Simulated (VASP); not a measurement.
Crystal: Cd.

```
CELL_PARAMETERS angstrom
-1.78432 1.78432 1.78432
1.78432 -1.78432 1.78432
1.78432 1.78432 -1.78432
ATOMIC_POSITIONS crystal
Cd 0.00000 0.00000 0.00000
```

Base run:

```yaml
Program: VASP 6.6.1
Functional: PBE
Potentials_or_basis: VASP PAW PBE potentials, release 64 (Cd)
Cutoff: 520 eV
k_mesh: 10 × 10 × 10
Occupations: gaussian, width 0.02 eV
Spin: no spin polarisation
```

Its results: band gap on the k mesh zero (band 6 reaches 6.03 eV, above the bottom of band 7 at 1.64 eV); pressure 1.4 GPa.

**Question.** The run is repeated on the same cell with these changes: functional from PBE to RPBE; occupations from gaussian, width 0.02 eV to gaussian, width 0.1 eV. What comes out?

**Answer.** Band gap on the k mesh zero (band 6 reaches 6.20 eV, above the bottom of band 7 at 1.82 eV); pressure 3.7 GPa.

Caveats: the PAW data sets were made with another functional, which shifts forces and pressure a little (some runs).
